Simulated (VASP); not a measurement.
Write the native input for VASP 6.6.1 that does the following.

```
Task                   : single point
Functional             : PBE
Potentials or basis    : VASP PAW PBE potentials, release 64 (Na_pv, La, Mn_pv, Mo_sv, O)
Cutoff                 : 520 eV
k mesh                 : 5 × 5 × 5
Occupations            : fermi-dirac, width 0.05 eV
Spin                   : collinear spin, ferromagnetic start
Starting moments       : [0.0, 0.0, 4.0, 1.0, 0.0, 0.0, 0.0, 0.0, 0.0, 0.0] μB
Dipole correction      : no
Further INCAR settings : ALGO = Normal; EDIFF = 1e-06; NBANDS = 56
```

The structure of NaLaMnMoO6 lies in POSCAR:

```
NaLaMnMoO6
1.0
    0.0000000000      3.8298464776      3.8298464776
    3.8298464776      0.0000000000      3.8298464776
    3.8298464776      3.8298464776      0.0000000000
Na La Mn Mo O
1 1 1 1 6
Direct
    0.2500000000      0.2500000000      0.2500000000
    0.7500000000      0.7500000000      0.7500000000
    0.5000000000      0.5000000000      0.5000000000
    0.0000000000      0.0000000000      0.0000000000
    0.7462690848      0.2537309152      0.2537309152
    0.2537309152      0.2537309152      0.7462690848
    0.2537309152      0.7462690848      0.2537309152
    0.7462690848      0.2537309152      0.7462690848
    0.7462690848      0.7462690848      0.2537309152
    0.2537309152      0.7462690848      0.7462690848
```

These files were run (other wordings do the same):

INCAR

```
PREC = Accurate
ENCUT = 520
EDIFF = 1E-6
ISMEAR = -1
SIGMA = 0.05
LREAL = F
LASPH = T
NELM = 150
ALGO = Normal
ISIF = 2
LWAVE = F
LCHARG = F
ISPIN = 2
MAGMOM = 0 0 4 1 0 0 0 0 0 0
LORBIT = 11
LMAXMIX = 6
GGA = PE
NBANDS = 56
```

KPOINTS

```
Automatic mesh
0
Gamma
  5 5 5
```

Potentials or basis: VASP PAW PBE potentials, release 64 (Na_pv, La, Mn_pv, Mo_sv, O).

The run is started by

```sh
$ cat potpaw_PBE.64/Na_pv/POTCAR potpaw_PBE.64/La/POTCAR potpaw_PBE.64/Mn_pv/POTCAR potpaw_PBE.64/Mo_sv/POTCAR potpaw_PBE.64/O/POTCAR > POTCAR
$ mpirun -np 1 vasp_std > vasp.out
```

It gave:

| Property | Result |
| --- | --- |
| Pressure | 5.3 GPa |
| Largest force | 0.053 eV/Å |
| Net moment | -1.11 μB per cell |
| Site moments | Na -0.00; La +0.03; Mn -1.86; Mo +0.74; O -0.01 μB |
| Valence electrons inside the program's atomic spheres | Na 6.01; La 8.43; Mn 11.86; Mo 12.46; O 5.05 |

Caveat: a cell with one magnetic atom can't hold antiferromagnetic order, which such compounds often take.

Wall time 4.6 min on 1 thread of AMD EPYC 7R13 Processor (Zen 3), with other jobs on the host, peak memory 0.34 GiB.
